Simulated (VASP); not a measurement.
Set up this calculation in VASP 6.6.1, as the native input.

* Task: single point
* Functional: PBE
* Potentials or basis: VASP PAW PBE potentials, release 64 (Pt)
* Cutoff: 500 eV
* k mesh: 2 × 2 × 2
* Occupations: fermi-dirac, width 0.1 eV
* Spin: no spin polarisation
* Dipole correction: no
* Further INCAR settings: ALGO = Normal; EDIFF = 1e-06; NBANDS = 28

The structure of Pt lies in POSCAR:

```
Pt
1.0
    3.9710908900      0.0000000000      0.0000000000
    0.0000000000      3.9710908900      0.0000000000
    0.0000000000      0.0000000000      3.9710908900
Pt
4
Direct
    0.5000000000      0.5000000000      0.0000000000
    0.0000000000      0.0000000000      0.0000000000
    0.5000000000      0.0000000000      0.5000000000
    0.0000000000      0.5000000000      0.5000000000
```

These files were run (other wordings do the same):

INCAR

```
SYSTEM = Pt
  PREC = Accurate
  ENCUT = 500
  EDIFF = 1E-6
  ISMEAR = -1
  SIGMA = 0.1
  LREAL = .FALSE.
  LASPH = .TRUE.
  NELM = 120
  ALGO = Normal
  ISIF = 2
  LWAVE = .FALSE.
  LCHARG = .FALSE.
  GGA = PE
  NBANDS = 28
  GGA_COMPAT = .FALSE.
```

KPOINTS

```
Automatic mesh
0
G
  2 2 2
  0 0 0
```

Potentials or basis: VASP PAW PBE potentials, release 64 (Pt).

Command:

```console
$ cat potpaw_PBE.64/Pt/POTCAR > POTCAR
$ mpirun -np 1 vasp_std > vasp.out
```

Results of the run:

```json
{
  "Pressure": "-5.0 GPa",
  "Band gap on the k mesh": "zero (band 20 reaches 10.87 eV, above the bottom of band 21 at 10.46 eV)"
}
```

Caveat: the k points lie up to 0.79 Å⁻¹ apart; spin-orbit coupling is left out, which moves the levels of the heavy elements.

Run time: 28 s on 1 thread of AMD EPYC 7R13 (shared host), peak memory 0.13 GiB.
